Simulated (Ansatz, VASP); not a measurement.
**Na in VASP and in Ansatz**

File INCAR:

```
PREC = Accurate
ENCUT = 520
EDIFF = 1E-7
ISMEAR = 0
SIGMA = 0.15
LREAL = F
LASPH = T
NELM = 80
ALGO = Fast
ISIF = 2
LWAVE = F
LCHARG = T
GGA = PE
LELF = T
LVHAR = T
NBANDS = 10
```

The input KPOINTS:

```
Automatic mesh
0
Gamma
  16 16 16
```

POSCAR

```
Na
1.0
   -2.0857375000      2.0857375000      2.1492625000
    2.0857375000     -2.0857375000      2.1492625000
    2.0857375000      2.0857375000     -2.1492625000
Na
1
Direct
    0.0000000000      0.0000000000      0.0000000000
```

Input for Ansatz:

```yaml
crystal:
  lattice:
    - [-2.0857375, 2.0857375, 2.1492625]
    - [2.0857375, -2.0857375, 2.1492625]
    - [2.0857375, 2.0857375, -2.1492625]
  atoms:
    - { symbol: Na, position: [0.0, 0.0, 0.0] }
basis:
  ecutwfc: 420
kpoints:
  mp_grid: { grid: [16, 16, 16] }
hamiltonian:
  xc: pbe
scf:
  occupations: { method: gaussian, width: 0.15 }
output:
  forces: true
  stress: true
  eigenvalues: true
```

Change from the starting cell: strain -0.015 along x and y, +0.015 along z, atoms carried along.

Alike in both runs: task single point; functional PBE; k mesh 16 × 16 × 16; occupations gaussian, width 0.15 eV; no spin polarisation.

```csv
,VASP,Ansatz
version,VASP 6.6.1,Ansatz 0.2.0
potentials or method,"VASP PAW PBE potentials, release 64 (Na_pv), cutoff 520 eV","scalar-relativistic, plane waves, PAW"
valence electrons in the cell,7,9
```

```csv
,VASP,Ansatz,Ansatz less VASP
gap on the k mesh at the Fermi level (eV),none,none,-
pressure (GPa),-0.1,-0.1,+0.01
```

A gap of «none» marks a metal or a gap that the smearing closes. VASP's potentials hold 7 valence electrons a cell and Ansatz's 9, so a difference there can come from the potentials and not from the codes.
